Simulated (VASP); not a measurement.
# MgO (Pm-3m) in VASP: single point with PBEsol

Aim: the single point of MgO with PBEsol.

Program: VASP 6.6.1. These are calculated values, not measurements. Logs are shortened: lines on timing, memory, paths and dates and some standing lists are left out, and cuts for length are marked.

**1. The cell of the first run**

It takes space group Pm-3m (No. 221, cubic). Conventional cell: a = 2.655 Å, b = 2.655 Å, c = 2.655 Å, α = 90.00°, β = 90.00°, γ = 90.00°. Mg (site symmetry m-3m) has 8 O at 2.30 Å and 6 Mg at 2.65 Å within 3.0 Å. O (site symmetry m-3m) has 8 Mg at 2.30 Å and 6 O at 2.65 Å within 3.0 Å.

**2. Single point, PBEsol**

File INCAR:

```
SYSTEM = MgO
PREC = Accurate
ENCUT = 520
EDIFF = 1E-6
ISMEAR = 0
SIGMA = 0.05
LREAL = .False.
LASPH = .True.
NELM = 80
ALGO = Normal
ISIF = 2
LWAVE = .False.
LCHARG = .False.
GGA = PS
NBANDS = 11
```

File KPOINTS:

```
regular mesh
0
Gamma
  10 10 10
  0 0 0
```

File POSCAR:

```
MgO
1.0
   -0.8849289504      1.7698579008      1.7698579008
    1.7698579008     -0.8849289504      1.7698579008
    1.7698579008      1.7698579008     -0.8849289504
Mg O
1 1
Direct
    0.0000000000      0.0000000000      0.0000000000
    0.5000000000      0.5000000000      0.5000000000
```

Potentials or basis: VASP PAW PBE potentials, release 64 (Mg, O).

The run is started by

```console
> cat potpaw_PBE.64/Mg/POTCAR potpaw_PBE.64/O/POTCAR > POTCAR
> mpirun -np 1 vasp_std > vasp.out
```

OUTCAR:

```text
SYSTEM = MgO
   PREC = Accurate
   ENCUT = 520
   EDIFF = 1E-6
   ISMEAR = 0
   LREAL = .False.
   LASPH = .True.
   NELM = 80
   ISIF = 2
   GGA = PS

 ion  position               nearest neighbor table
   1  0.000  0.000  0.000-   2 2.30   2 2.30   2 2.30   2 2.30   2 2.30   2 2.30   2 2.30   2 2.30

   2  0.500  0.500  0.500-   1 2.30   1 2.30   1 2.30   1 2.30   1 2.30   1 2.30   1 2.30   1 2.30

  LATTYP: Found a simple cubic cell.
 ALAT       =     2.6547868512

  Lattice vectors:

 A1 = (  -0.8849289504,   1.7698579008,   1.7698579008)
 A2 = (   1.7698579008,  -0.8849289504,   1.7698579008)
 A3 = (   1.7698579008,   1.7698579008,  -0.8849289504)

Analysis of symmetry for initial positions (statically):
=====================================================================
 Subroutine PRICEL returns:
 Original cell was already a primitive cell.

 Routine SETGRP: Setting up the symmetry group for a
 simple cubic supercell.

 Subroutine GETGRP returns: Found 48 space group operations
 (whereof 48 operations were pure point group operations)
 out of a pool of 48 trial point group operations.

The static configuration has the point symmetry O_h .

Analysis of symmetry for dynamics (positions and initial velocities):
=====================================================================
 Subroutine PRICEL returns:
 Original cell was already a primitive cell.

 Routine SETGRP: Setting up the symmetry group for a
 simple cubic supercell.

 Subroutine GETGRP returns: Found 48 space group operations
 (whereof 48 operations were pure point group operations)
 out of a pool of 48 trial point group operations.

The dynamic configuration has the point symmetry O_h .

 Subroutine INISYM returns: Found 48 space group operations
 (whereof 48 operations are pure point group operations),
 and found     1 'primitive' translations

----------------------------------------------------------------------------------------

                                     Primitive cell

  volume of cell :      18.7107

  direct lattice vectors                    reciprocal lattice vectors
    -0.884928950  1.769857901  1.769857901    -0.125559358  0.251118717  0.251118717
     1.769857901 -0.884928950  1.769857901     0.251118717 -0.125559358  0.251118717
     1.769857901  1.769857901 -0.884928950     0.251118717  0.251118717 -0.125559358

  length of vectors
     2.654786851  2.654786851  2.654786851     0.376678075  0.376678075  0.376678075

  position of ions in fractional coordinates (direct lattice)
     0.000000000  0.000000000  0.000000000
     0.500000000  0.500000000  0.500000000

  ion indices of the primitive-cell ions
   primitive index   ion index
                 1           1
                 2           2

----------------------------------------------------------------------------------------

 KPOINTS: regular mesh

Automatic generation of k-mesh.
 Grid dimensions read from file:
 generate k-points for:   10   10   10

 Generating k-lattice:

  Cartesian coordinates                     Fractional coordinates (reciprocal lattice)
    -0.012555936  0.025111872  0.025111872     0.100000000  0.000000000  0.000000000
     0.025111872 -0.012555936  0.025111872     0.000000000  0.100000000  0.000000000
     0.025111872  0.025111872 -0.012555936     0.000000000  0.000000000  0.100000000

  Length of vectors
     0.037667807  0.037667807  0.037667807

  Shift w.r.t. Gamma in fractional coordinates (k-lattice)
     0.000000000  0.000000000  0.000000000

 Subroutine IBZKPT returns following result:
 ===========================================

 Found     56 irreducible k-points:

 Following reciprocal coordinates:
            Coordinates               Weight
  0.000000  0.000000  0.000000      1.000000
  0.100000  0.000000  0.000000      6.000000
  0.200000  0.000000  0.000000      6.000000
  0.300000  0.000000  0.000000      6.000000
  0.400000  0.000000  0.000000      6.000000
  0.500000  0.000000  0.000000      3.000000
[... 16 lines left out ...]
  0.200000  0.100000  0.100000     24.000000
  0.300000  0.100000  0.100000     24.000000
 [... further k-points ...]
   k-points           NKPTS =     56   k-points in BZ     NKDIM =     56   number of bands    NBANDS=     11
   number of dos      NEDOS =    301   number of ions     NIONS =      2
   total plane-waves  NPLWV =   8000
   dimension x,y,z NGX =    20 NGY =   20 NGZ =   20
   dimension x,y,z NGXF=    40 NGYF=   40 NGZF=   40
   ions per type =               1   1
   NGX,Y,Z   is equivalent  to a cutoff of  12.52, 12.52, 12.52 a.u.
   NGXF,Y,Z  is equivalent  to a cutoff of  25.05, 25.05, 25.05 a.u.
 SYSTEM =  MgO
   PREC   = accura    normal or accurate (medium, high low for compatibility)
   ISTART =      0    job   : 0-new  1-cont  2-samecut
   ICHARG =      2    charge: 1-file 2-atom 10-const
   ISPIN  =      1    spin polarized calculation?
   LNONCOLLINEAR =      F non collinear calculations
   LSORBIT =      F    spin-orbit coupling
   LASPH  =      T    aspherical Exc in radial PAW
   ENCUT  =  520.0 eV  38.22 Ry    6.18 a.u.   4.94  4.94  4.94*2*pi/ulx,y,z
   NELM   =     80;   NELMIN=  2; NELMDL= -5     # of ELM steps
   EDIFF  = 0.1E-05   stopping-criterion for ELM
   LREAL  =      F    real-space projection
   EDIFFG = 0.1E-04   stopping-criterion for IOM
   NSW    =      0    number of steps for IOM
   IBRION =     -1    ionic relax: 0-MD 1-quasi-New 2-CG
   NFREE  =      0    steps in history (QN), initial steepest desc. (CG)
   ISIF   =      2    stress and relaxation
   ISYM   =      2    0-nonsym 1-usesym 2-fastsym
   POTIM  = 0.5000    time-step for ionic-motion
   TEBEG  =    0.0;   TEEND  =   0.0 temperature during run
   PSTRESS=    0.0 pullay stress
   NELECT =       8.0000    total number of electrons
   NUPDOWN=      -1.0000    fix difference up-down
   EMIN   =  10.00;   EMAX   =-10.00  energy-range for DOS
   EFERMI =   0.00;   METHOD = LEGACY
   ISMEAR =     0;   SIGMA  =   0.05  broadening in eV -4-tet -1-fermi 0-gaus
   EFERMI_NEDOS =   21; number of points for ismear=-14 and -15
   IALGO  =     38    algorithm
   IMIX   =      4    mixing-type and parameters
     AMIX     =   0.40;   BMIX     =  1.00
     AMIX_MAG =   1.60;   BMIX_MAG =  1.00
  volume/ion in A,a.u.               =       9.36        63.13
  Fermi-wavevector in a.u.,A,eV,Ry     =   1.233318  2.330634 20.695468  1.521074
  Thomas-Fermi vector in A             =   2.368053
   LORBIT       =      0    0 simple, 1 ext, 2 COOP (PROOUT), +10 PAW based schemes
   GGA     = PS    functional components
   LHFCALC =     F    Hartree Fock is set to
   AEXX    =    0.0000 exact exchange contribution
   IVDW    =     0    specifies the selected vdW correction
   LEPSILON=     F    determine dielectric tensor
   LRPA    =     F    only Hartree local field effects (RPA)
 non-spin polarized calculation
 Gauss-broadening in eV      SIGMA  =   0.05
  energy-cutoff  :      520.00
  volume of cell :       18.71
 maximum number of plane-waves:       518
 NGX is ok and might be reduce to    20
   NGX =  9   NGY =  9   NGZ =  9

 number of electron       7.9999994 magnetization

 Free energy of the ion-electron system (eV)
  ---------------------------------------------------
  ext. energy  EPLUGINS =         0.00000000
  ---------------------------------------------------
  free energy    TOTEN  =       -11.02251858 eV

  energy without entropy =      -11.02251858  energy(sigma->0) =      -11.02251858

 E-fermi :   4.9421     XC(G=0): -11.4049

 val. band max:        4.6818226074   @ k =   0.5000   0.5000   0.0000
 cond. band min:       6.9334957023   @ k =   0.0000   0.0000   0.0000
 fundamental gap:      2.2516730948
 Fermi energy:         4.9421430873

 k-point     1 :       0.0000    0.0000    0.0000
  band No.  band energies     occupation
      1     -13.6189      2.00000
      2       3.6909      2.00000
      3       3.6909      2.00000
      4       3.6909      2.00000
      5       6.9335      0.00000
      6      14.9142      0.00000
      7      14.9142      0.00000
      8      24.5011      0.00000
      9      24.5011      0.00000
     10      24.5011      0.00000
     11      31.7858      0.00000

 k-point     2 :       0.1000    0.0000    0.0000
  band No.  band energies     occupation
      1     -13.5225      2.00000
      2       2.8336      2.00000
      3       3.7311      2.00000
      4       3.7311      2.00000
      5       7.5663      0.00000
      6      15.1089      0.00000
      7      15.1191      0.00000
      8      24.3389      0.00000
      9      24.3389      0.00000
     10      24.6964      0.00000
     11      30.8342      0.00000

 k-point     3 :       0.2000    0.0000    0.0000
  band No.  band energies     occupation
      1     -13.2565      2.00000
      2       1.2456      2.00000
      3       3.8385      2.00000
      4       3.8385      2.00000
      5       8.6589      0.00000
      6      15.3269      0.00000
      7      15.7291      0.00000
      8      23.8592      0.00000
      9      23.8592      0.00000
     10      25.5758      0.00000
     11      28.7947      0.00000

 k-point     4 :       0.3000    0.0000    0.0000
  band No.  band energies     occupation
      1     -12.8943      2.00000
      2      -0.2689      2.00000
      3       3.9760      2.00000
      4       3.9760      2.00000
      5       9.7754      0.00000
      6      15.0351      0.00000
      7      16.7242      0.00000
      8      23.1820      0.00000
      9      23.1820      0.00000
     10      25.7002      0.00000
     11      27.5036      0.00000
[... 239 lines left out ...]
 k-point    22 :       0.1000    0.1000    0.1000
  band No.  band energies     occupation
      1     -13.3351      2.00000
      2       2.5135      2.00000
      3       3.2485      2.00000
      4       3.2485      2.00000
      5       8.6167      0.00000
      6      15.4349      0.00000
      7      15.4349      0.00000
      8      23.0194      0.00000
      9      25.1131      0.00000
     10      25.1131      0.00000
     11      28.6217      0.00000

 k-point    23 :       0.2000    0.1000    0.1000
  band No.  band energies     occupation
      1     -13.0790      2.00000
      2       1.3555      2.00000
      3       3.1151      2.00000
      4       3.3880      2.00000
      5       9.5625      0.00000
      6      15.5609      0.00000
      7      15.8106      0.00000
      8      22.4172      0.00000
      9      24.3002      0.00000
     10      26.4005      0.00000
     11      27.0516      0.00000

 k-point    24 :       0.3000    0.1000    0.1000
  band No.  band energies     occupation
      1     -12.7309      2.00000
      2      -0.0596      2.00000
      3       3.3077      2.00000
      4       3.5685      2.00000
      5      10.5633      0.00000
      6      15.0923      0.00000
      7      16.3433      0.00000
      8      22.2958      0.00000
      9      23.0960      0.00000
     10      26.0872      0.00000
     11      26.4285      0.00000

 [... further k-points ...]
[... 5 lines left out ...]
  --------------------------------------------------------------------------------------
  -------------------------------------------------------------------------------------
  Total       -0.4621432     -0.4621432     -0.4621432      0.0000000     -0.0000000     -0.0000000
  in kB      -39.5729296    -39.5729296    -39.5729296      0.0000000     -0.0000000     -0.0000000
  external PRESSURE =     -39.5729296 kB  Pullay stress =       0.0000000 kB

 VOLUME and BASIS-vectors are now :
 -----------------------------------------------------------------------------
  energy-cutoff  :      520.00
  volume of cell :       18.71
      direct lattice vectors                 reciprocal lattice vectors
    -0.884928950  1.769857901  1.769857901    -0.125559358  0.251118717  0.251118717
     1.769857901 -0.884928950  1.769857901     0.251118717 -0.125559358  0.251118717
     1.769857901  1.769857901 -0.884928950     0.251118717  0.251118717 -0.125559358

 POSITION                                       TOTAL-FORCE (eV/Angst)
 -----------------------------------------------------------------------------------
      0.00000      0.00000      0.00000        -0.000000     -0.000000      0.000000
      1.32739      1.32739      1.32739         0.000000      0.000000     -0.000000
 -----------------------------------------------------------------------------------
    total drift:                                0.000000     -0.000000      0.000000

  FREE ENERGIE OF THE ION-ELECTRON SYSTEM (eV)
  ---------------------------------------------------
  free  energy   TOTEN  =       -11.0225185773 eV

  energy  without entropy=      -11.0225185773  energy(sigma->0) =      -11.02251858
```

Wall time 5.4 s (1 thread of Intel Xeon 6975P-C (Granite Rapids), shared host); peak memory 0.13 GiB.

What came out:

* Free energy: -11.0225 eV
* Pressure: -4.0 GPa
* Band gap on the k mesh: 2.25 eV, indirect (least direct gap 3.24 eV)

Levels at points of the mesh, in eV from the valence-band top:
```tsv
k point	band 1	band 2	band 3	band 4	band 5	band 6	band 7	band 8	band 9
(0.00, 0.00, 0.00)	-18.30	-0.99	-0.99	-0.99	2.25	10.23	10.23	19.82	19.82
(0.50, 0.00, 0.00)	-17.11	-6.42	-0.55	-0.55	6.71	9.13	14.25	17.12	17.69
(0.50, 0.50, 0.00)	-16.26	-4.64	-4.64	0.00	4.75	11.83	11.83	13.02	19.01
(0.50, 0.50, 0.50)	-15.45	-3.55	-3.55	-3.55	7.25	7.25	7.25	15.87	18.39
```

Caveat: the PAW data sets were made with another functional, which shifts forces and pressure a little.
